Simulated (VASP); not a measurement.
Here is a VASP 6.6.1 calculation.

Contents of INCAR:

```
SYSTEM = NbH5
ALGO = Normal
EDIFF = 1E-6
EDIFFG = -0.04
ENCUT = 600
GGA = PE
IBRION = 2
ISIF = 3
ISMEAR = 0
LASPH = .TRUE.
LCHARG = .FALSE.
LREAL = .FALSE.
LWAVE = .FALSE.
NELM = 100
NSW = 90
PREC = Accurate
SIGMA = 0.1
```

The input KPOINTS:

```
k-points
0
G
  6 6 6
  0 0 0
```

File POSCAR:

```
NbH5
1.0
    0.0000000000      2.9569807400      2.9569807400
    2.9569807400      0.0000000000      2.9569807400
    2.9569807400      2.9569807400      0.0000000000
Nb H
1 5
Direct
    0.0000000000      0.0000000000      0.0000000000
    0.2500000000      0.2500000000      0.2500000000
    0.1277616000      0.6240794700      0.6240794700
    0.6240794700      0.6240794700      0.6240794700
    0.6240794700      0.6240794700      0.1277616000
    0.6240794700      0.1277616000      0.6240794700
```

Potentials or basis: VASP PAW PBE potentials, release 64 (Nb_sv, H).

Run with:

```sh
$ cat potpaw_PBE.64/Nb_sv/POTCAR potpaw_PBE.64/H/POTCAR > POTCAR
$ mpirun -np 1 vasp_std > vasp.out
```

Q: Estimate the space group after relaxing (to 0.05 Å).

A: F-43m (No. 216).

Q: What does it give for the relaxed cell?

A: a = 3.519 Å, b = 3.519 Å, c = 3.519 Å, α = 60.00°, β = 60.00°, γ = 60.00°.

Q: Estimate the band gap on the k mesh.

A: Zero (band 9 reaches 8.50 eV, above the bottom of band 10 at 8.00 eV).

Q: Estimate the relaxed volume.

A: 5.14 Å³/atom.

Final structure:
```
CELL_PARAMETERS angstrom
0.00000 2.48862 2.48862
2.48862 0.00000 2.48862
2.48862 2.48862 0.00000
ATOMIC_POSITIONS crystal
Nb 0.00000 0.00000 0.00000
H 0.25000 0.25000 0.25000
H 0.12083 0.62639 0.62639
H 0.62639 0.62639 0.62639
H 0.62639 0.62639 0.12083
H 0.62639 0.12083 0.62639
```

Caveat: the volume moved by over 15 % at a fixed basis, so the end points are rough.
